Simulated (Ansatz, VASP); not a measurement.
## Ge in VASP and in Ansatz

```xyz
4
Lattice="3.9986 0.0000 0.0000 -1.9993 3.4629 0.0000 0.0000 0.0000 6.5921" Properties=species:S:1:pos:R:3 pbc="T T T"
Ge    1.9993    1.1543    0.4138
Ge    0.0000    2.3086    3.7099
Ge    1.9993    1.1543    2.8822
Ge    0.0000    2.3086    6.1782
```

Alike in both runs: functional PBEsol; k mesh 12 × 12 × 6; occupations gaussian, width 0.01 eV; no spin polarisation.

Ansatz relaxed the structure, and its values are those at the end. VASP's run is a single point on that final structure, the one shown.

```csv
,VASP,Ansatz
version,VASP 6.6.1,Ansatz 0.2.0
potentials or method,"VASP PAW PBE potentials, release 64 (Ge_d), cutoff 520 eV","scalar-relativistic, plane waves, PAW"
valence electrons in the cell,56,56
```

```tsv
	VASP	Ansatz	Ansatz less VASP
gap on the k mesh at the Fermi level (eV)	none	none	-
pressure (GPa)	-0.1	0.0	+0.08
```

VASP's potentials were made for PBE, not for PBEsol. A gap of «none» marks a metal or a gap that the smearing closes.
